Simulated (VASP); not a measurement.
Wanted: the native input for a VASP 6.6.1 run.

```
Task                   : single point
Functional             : PBE
Potentials or basis    : VASP PAW PBE potentials, release 64 (Sr_sv)
Cutoff                 : 520 eV
k mesh                 : 12 × 12 × 12
Occupations            : fermi-dirac, width 0.1 eV
Spin                   : no spin polarisation
Dipole correction      : no
Further INCAR settings : ALGO = Normal; EDIFF = 1e-06; NBANDS = 17
```

The structure of Sr lies in POSCAR:

```
Sr
1.0
   -3.6281031177      3.6281031177      1.9577306381
    3.6281031177     -3.6281031177      1.9577306381
    3.6281031177      3.6281031177     -1.9577306381
Sr
2
Direct
   -0.3750000000     -0.1250000000     -0.2500000000
    0.3750000000      0.1250000000      0.2500000000
```

These files were run (other wordings do the same):

INCAR

```
PREC = Accurate
ENCUT = 520
EDIFF = 1E-6
ISMEAR = -1
SIGMA = 0.1
LREAL = F
LASPH = T
NELM = 60
ALGO = Normal
ISIF = 2
LWAVE = F
LCHARG = F
GGA = PE
NBANDS = 17
```

KPOINTS

```
Automatic mesh
0
Gamma
  12 12 12
```

Potentials or basis: VASP PAW PBE potentials, release 64 (Sr_sv).

Run with:

```sh
$ cat potpaw_PBE.64/Sr_sv/POTCAR > POTCAR
$ mpirun -np 1 vasp_std > vasp.out
```

It gave:

The pressure is 0.8 GPa and the band gap on the k mesh is zero (bands 10 and 11 overlap by 0.65 eV).

Wall time 3 min on 1 thread of Intel(R) Xeon(R) Platinum 8488C (Sapphire Rapids), with other jobs on the host, peak memory 0.42 GiB.
